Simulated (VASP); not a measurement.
Crystal: AgCl.

```
Ag Cl
1.0
     0.00000    2.84360    3.26771
     2.84360    0.00000    3.26771
     2.84360    2.84360    0.00000
Ag Cl
1 1
Direct
  0.00000 0.00000 0.00000
  0.25000 0.25000 0.25000
```

This cell differs from its parent crystal: epitaxial xy strain -5.0%.

Base run:

| Property | Result |
| --- | --- |
| Program | VASP 6.6.1 |
| Functional | PBE |
| Potentials or basis | VASP PAW PBE potentials, release 64 (Ag, Cl) |
| Cutoff | 520 eV |
| k mesh | 8 × 8 × 8 |
| Occupations | fermi-dirac, width 0.02 eV |
| Spin | no spin polarisation |

Its results: band gap on the k mesh 1.19 eV; pressure 1.2 GPa.

The run is repeated on the same cell with these changes: functional from PBE to r2SCAN; occupations from fermi-dirac, width 0.02 eV to gaussian, width 0.01 eV. What comes out?

Band gap on the k mesh 1.55 eV; pressure 0.0 GPa.

Caveats: the PAW data sets were made with another functional, which shifts forces and pressure a little (at least some runs).

